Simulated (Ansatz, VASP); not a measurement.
## Bi2Se3 in VASP and in Ansatz

```
Bi Se
1.0
     2.07838    1.19995    9.57704
    -2.07838    1.19995    9.57704
     0.00000   -2.39991    9.57704
Bi Se
2 3
Direct
  0.40080 0.40080 0.40080
  0.59920 0.59920 0.59920
  0.00000 0.00000 0.00000
  0.21170 0.21170 0.21170
  0.78830 0.78830 0.78830
```

Change from the starting cell: volume scaled by 1.01, crystal datasets.

Alike in both runs: task electric field gradients; functional PBE; k mesh 6 × 6 × 6; occupations fermi-dirac, width 0.03 eV; no spin polarisation.

```csv
,VASP,Ansatz
version,VASP 6.6.1,Ansatz 0.2.0
potentials or method,"VASP PAW PBE potentials, release 64 (Bi_d, Se), cutoff 520 eV","all-electron PAW with datasets made for the crystal, scalar-relativistic"
```

|  | VASP | Ansatz | Ansatz less VASP |
| --- | --- | --- | --- |
| pressure (GPa) | 1.9 | 1.9 | -0.01 |
| rms of the force components (eV/Å) | 0.071 | 0.066 | -0.0052 |
| size of Vzz on the site where it differs most (V/Å²) | 73.5 | 76.9 | +3.31 |

Atom by atom the forces differ by 0.005 eV/Å (rms over components). Ansatz ran all-electron here, and VASP with PAW potentials.

Neither program's run includes spin-orbit coupling.
